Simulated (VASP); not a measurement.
# Bi (P6_3/mmc) in VASP: further runs, part 2 of 3

VASP 6.6.1. The steps go on from the part before.

### 4 Single point, PBEsol (zz strain of -2 %)

The input, INCAR:

```
SYSTEM = Bi
ALGO = Normal
EDIFF = 1E-6
ENCUT = 520
GGA = PS
ISIF = 2
ISMEAR = -1
LASPH = .True.
LCHARG = .False.
LREAL = .False.
LWAVE = .False.
NBANDS = 22
NELM = 60
PREC = Accurate
SIGMA = 0.08
```

The input, KPOINTS:

```
k-points
0
Gamma
  9 9 3
  0 0 0
```

The input, POSCAR:

```
Bi
1.0
    4.5390002997      0.0000000000      0.0000000000
   -2.2695001499      3.9308895674      0.0000000000
    0.0000000000      0.0000000000     11.5924200000
Bi
2
Direct
    0.3333333333      0.6666666667      0.2500000000
    0.6666666667      0.3333333333      0.7500000000
```

Potentials or basis: VASP PAW PBE potentials, release 64 (Bi_d).

On the command line:

```sh
$ cat potpaw_PBE.64/Bi_d/POTCAR > POTCAR
$ mpirun -np 1 vasp_std > vasp.out
```

OUTCAR:

```text
SYSTEM = Bi
   EDIFF = 1E-6
   ENCUT = 520
   GGA = PS
   ISIF = 2
   ISMEAR = -1
   LASPH = .True.
   LREAL = .False.
   NELM = 60
   PREC = Accurate

 ion  position               nearest neighbor table
   1  0.333  0.667  0.250-
   2  0.667  0.333  0.750-

  LATTYP: Found a hexagonal cell.
 ALAT       =     4.5390002997
 C/A-ratio  =     2.5539588532

  Lattice vectors:

 A1 = (   4.5390002997,   0.0000000000,   0.0000000000)
 A2 = (  -2.2695001499,   3.9308895674,   0.0000000000)
 A3 = (   0.0000000000,   0.0000000000,  11.5924200000)

Analysis of symmetry for initial positions (statically):
=====================================================================
 Subroutine PRICEL returns:
 Original cell was already a primitive cell.

 Routine SETGRP: Setting up the symmetry group for a
 hexagonal supercell.

 Subroutine GETGRP returns: Found 24 space group operations
 (whereof 12 operations were pure point group operations)
 out of a pool of 24 trial point group operations.

The static configuration has the point symmetry D_3d.
 The point group associated with its full space group is D_6h.

Analysis of symmetry for dynamics (positions and initial velocities):
=====================================================================
 Subroutine PRICEL returns:
 Original cell was already a primitive cell.

 Routine SETGRP: Setting up the symmetry group for a
 hexagonal supercell.

 Subroutine GETGRP returns: Found 24 space group operations
 (whereof 12 operations were pure point group operations)
 out of a pool of 24 trial point group operations.

The dynamic configuration has the point symmetry D_3d.
 The point group associated with its full space group is D_6h.

 Subroutine INISYM returns: Found 24 space group operations
 (whereof 12 operations are pure point group operations),
 and found     1 'primitive' translations

----------------------------------------------------------------------------------------

                                     Primitive cell

  volume of cell :     206.8355

  direct lattice vectors                    reciprocal lattice vectors
     4.539000300  0.000000000  0.000000000     0.220312830  0.127197672  0.000000000
    -2.269500150  3.930889567  0.000000000     0.000000000  0.254395343  0.000000000
     0.000000000  0.000000000 11.592420000     0.000000000  0.000000000  0.086263265

  length of vectors
     4.539000300  4.539000300 11.592420000     0.254395343  0.254395343  0.086263265

  position of ions in fractional coordinates (direct lattice)
     0.333333333  0.666666667  0.250000000
     0.666666667  0.333333333  0.750000000

  ion indices of the primitive-cell ions
   primitive index   ion index
                 1           1
                 2           2

----------------------------------------------------------------------------------------

 KPOINTS: k-points

Automatic generation of k-mesh.
 Grid dimensions read from file:
 generate k-points for:    9    9    3

 Generating k-lattice:

  Cartesian coordinates                     Fractional coordinates (reciprocal lattice)
     0.024479203  0.014133075  0.000000000     0.111111111  0.000000000  0.000000000
     0.000000000  0.028266149  0.000000000     0.000000000  0.111111111  0.000000000
     0.000000000  0.000000000  0.028754422     0.000000000  0.000000000  0.333333333

  Length of vectors
     0.028266149  0.028266149  0.028754422

  Shift w.r.t. Gamma in fractional coordinates (k-lattice)
     0.000000000  0.000000000  0.000000000

 Subroutine IBZKPT returns following result:
 ===========================================

 Found     24 irreducible k-points:

 Following reciprocal coordinates:
            Coordinates               Weight
  0.000000  0.000000  0.000000      1.000000
  0.111111  0.000000  0.000000      6.000000
  0.222222  0.000000  0.000000      6.000000
  0.333333  0.000000  0.000000      6.000000
  0.444444  0.000000  0.000000      6.000000
  0.111111  0.111111  0.000000      6.000000
[... 16 lines left out ...]
  0.333333  0.222222  0.333333     24.000000
  0.333333  0.333333  0.333333      4.000000
   k-points           NKPTS =     24   k-points in BZ     NKDIM =     24   number of bands    NBANDS=     22
   number of dos      NEDOS =    301   number of ions     NIONS =      2
   total plane-waves  NPLWV = 116640
   dimension x,y,z NGX =    36 NGY =   36 NGZ =   90
   dimension x,y,z NGXF=    72 NGYF=   72 NGZF=  180
   ions per type =               2
   NGX,Y,Z   is equivalent  to a cutoff of  13.19, 13.19, 12.91 a.u.
   NGXF,Y,Z  is equivalent  to a cutoff of  26.37, 26.37, 25.81 a.u.
 SYSTEM =  Bi
   PREC   = accura    normal or accurate (medium, high low for compatibility)
   ISTART =      0    job   : 0-new  1-cont  2-samecut
   ICHARG =      2    charge: 1-file 2-atom 10-const
   ISPIN  =      1    spin polarized calculation?
   LNONCOLLINEAR =      F non collinear calculations
   LSORBIT =      F    spin-orbit coupling
   LASPH  =      T    aspherical Exc in radial PAW
   ENCUT  =  520.0 eV  38.22 Ry    6.18 a.u.   8.44  8.44 21.55*2*pi/ulx,y,z
   NELM   =     60;   NELMIN=  2; NELMDL= -5     # of ELM steps
   EDIFF  = 0.1E-05   stopping-criterion for ELM
   LREAL  =      F    real-space projection
   EDIFFG = 0.1E-04   stopping-criterion for IOM
   NSW    =      0    number of steps for IOM
   IBRION =     -1    ionic relax: 0-MD 1-quasi-New 2-CG
   NFREE  =      0    steps in history (QN), initial steepest desc. (CG)
   ISIF   =      2    stress and relaxation
   ISYM   =      2    0-nonsym 1-usesym 2-fastsym
   POTIM  = 0.5000    time-step for ionic-motion
   TEBEG  =    0.0;   TEEND  =   0.0 temperature during run
   PSTRESS=    0.0 pullay stress
   NELECT =      30.0000    total number of electrons
   NUPDOWN=      -1.0000    fix difference up-down
   EMIN   =  10.00;   EMAX   =-10.00  energy-range for DOS
   EFERMI =   0.00;   METHOD = LEGACY
   ISMEAR =    -1;   SIGMA  =   0.08  broadening in eV -4-tet -1-fermi 0-gaus
   EFERMI_NEDOS =   21; number of points for ismear=-14 and -15
   IALGO  =     38    algorithm
   IMIX   =      4    mixing-type and parameters
     AMIX     =   0.40;   BMIX     =  1.00
     AMIX_MAG =   1.60;   BMIX_MAG =  1.00
  volume/ion in A,a.u.               =     103.42       697.90
  Fermi-wavevector in a.u.,A,eV,Ry     =   0.860149  1.625445 10.066349  0.739856
  Thomas-Fermi vector in A             =   1.977610
   LORBIT       =      0    0 simple, 1 ext, 2 COOP (PROOUT), +10 PAW based schemes
   GGA     = PS    functional components
   LHFCALC =     F    Hartree Fock is set to
   AEXX    =    0.0000 exact exchange contribution
   IVDW    =     0    specifies the selected vdW correction
   LEPSILON=     F    determine dielectric tensor
   LRPA    =     F    only Hartree local field effects (RPA)
 non-spin polarized calculation
  energy-cutoff  :      520.00
  volume of cell :      206.84
 maximum number of plane-waves:      5611
 NGX is ok and might be reduce to    36
   NGX = 17   NGY = 17   NGZ = 43

 number of electron      29.9999993 magnetization

 Free energy of the ion-electron system (eV)
  ---------------------------------------------------
  ext. energy  EPLUGINS =         0.00000000
  ---------------------------------------------------
  free energy    TOTEN  =        -3.45690487 eV

  energy without entropy =       -3.30394037  energy(sigma->0) =       -3.38042262

 E-fermi :  -1.0707     XC(G=0):  -5.5074

 val. band max:       -1.0731585362   @ k =   0.3333   0.1111   0.3333
 cond. band min:      -1.0613099916   @ k =   0.4444   0.0000   0.0000
 fundamental gap:      0.0118485446
 Fermi energy:        -1.0707230774

 k-point     1 :       0.0000    0.0000    0.0000
  band No.  band energies     occupation
      1     -23.8486      2.00000
      2     -23.8486      2.00000
      3     -23.8486      2.00000
      4     -23.8486      2.00000
      5     -23.8383      2.00000
      6     -23.8383      2.00000
[... 14 lines left out ...]
     21       4.6300      0.00000
     22       4.9142      0.00000
[... 552 lines left out ...]
  band No.  band energies     occupation
      1     -23.8444      2.00000
      2     -23.8444      2.00000
      3     -23.8444      2.00000
      4     -23.8444      2.00000
      5     -23.8401      2.00000
      6     -23.8400      2.00000
[... 14 lines left out ...]
     21       4.4704      0.00000
     22       5.0054      0.00000

------------------------ aborting loop because EDIFF is reached ----------------------------------------

  FORCE on cell =-STRESS in cart. coord.  units (eV):
  Direction    XX          YY          ZZ          XY          YZ          ZX
  --------------------------------------------------------------------------------------
  -------------------------------------------------------------------------------------
  Total       -6.5776408     -6.5776408     -0.6267607      0.0000000      0.0000000     -0.0000000
  in kB      -50.9513355    -50.9513355     -4.8549771      0.0000000      0.0000000     -0.0000000
  external PRESSURE =     -35.5858827 kB  Pullay stress =       0.0000000 kB

 VOLUME and BASIS-vectors are now :
 -----------------------------------------------------------------------------
  energy-cutoff  :      520.00
  volume of cell :      206.84
      direct lattice vectors                 reciprocal lattice vectors
     4.539000300  0.000000000  0.000000000     0.220312830  0.127197672  0.000000000
    -2.269500150  3.930889567  0.000000000     0.000000000  0.254395343  0.000000000
     0.000000000  0.000000000 11.592420000     0.000000000  0.000000000  0.086263265

 POSITION                                       TOTAL-FORCE (eV/Angst)
 -----------------------------------------------------------------------------------
     -0.00000      2.62059      2.89811        -0.000000      0.000000      0.000000
      2.26950      1.31030      8.69431         0.000000     -0.000000      0.000000
 -----------------------------------------------------------------------------------
    total drift:                               -0.000000      0.000000      0.000000

  FREE ENERGIE OF THE ION-ELECTRON SYSTEM (eV)
  ---------------------------------------------------
  free  energy   TOTEN  =        -3.4569048722 eV

  energy  without entropy=       -3.3039403696  energy(sigma->0) =       -3.38042262
```

OSZICAR:

```text
N       E                     dE             d eps       ncg     rms          rms(c)
DAV:   1     0.264003068080E+03    0.26400E+03   -0.14293E+04  1120   0.117E+03
DAV:   2     0.172392070790E+02   -0.24676E+03   -0.24250E+03  1140   0.321E+02
DAV:   3    -0.277758249322E+01   -0.20017E+02   -0.19781E+02  1266   0.119E+02
DAV:   4    -0.344901988260E+01   -0.67144E+00   -0.67031E+00  1322   0.241E+01
DAV:   5    -0.346879864200E+01   -0.19779E-01   -0.19778E-01  1500   0.396E+00    0.751E-01
DAV:   6    -0.345529058044E+01    0.13508E-01   -0.36802E-02  1236   0.150E+00    0.480E-01
DAV:   7    -0.345564564666E+01   -0.35507E-03   -0.37762E-02  1230   0.124E+00    0.130E-01
DAV:   8    -0.345657425992E+01   -0.92861E-03   -0.24458E-03  1140   0.620E-01    0.462E-02
DAV:   9    -0.345683946307E+01   -0.26520E-03   -0.25106E-04  1122   0.101E-01    0.171E-02
DAV:  10    -0.345689319913E+01   -0.53736E-04   -0.48624E-05  1254   0.379E-02    0.371E-03
DAV:  11    -0.345690442108E+01   -0.11222E-04   -0.11903E-05   974   0.243E-02    0.270E-03
DAV:  12    -0.345690487223E+01   -0.45116E-06   -0.20988E-06  1032   0.131E-02
   1 F= -.34569049E+01 E0= -.33804226E+01  d E =-.152965E+00
```

It took 66 s on 1 thread of Intel Xeon Platinum 8375C at 2.90GHz (Ice Lake), shared host; peak memory 0.36 GiB.

What came out:

| Item | Value |
| --- | --- |
| Free energy | -3.4569 eV |
| Pressure | -3.6 GPa |
| Band gap on the k mesh | zero (band 15 reaches 0.34 eV, above the bottom of band 16 at -1.80 eV) |

Caveat: the cell differs from its parent crystal (zz strain of -2 %); the PAW data sets were made with another functional, which shifts forces and pressure a little; spin-orbit coupling is left out, which moves the levels of the heavy elements.

(Part 2 of 3 ends here.)
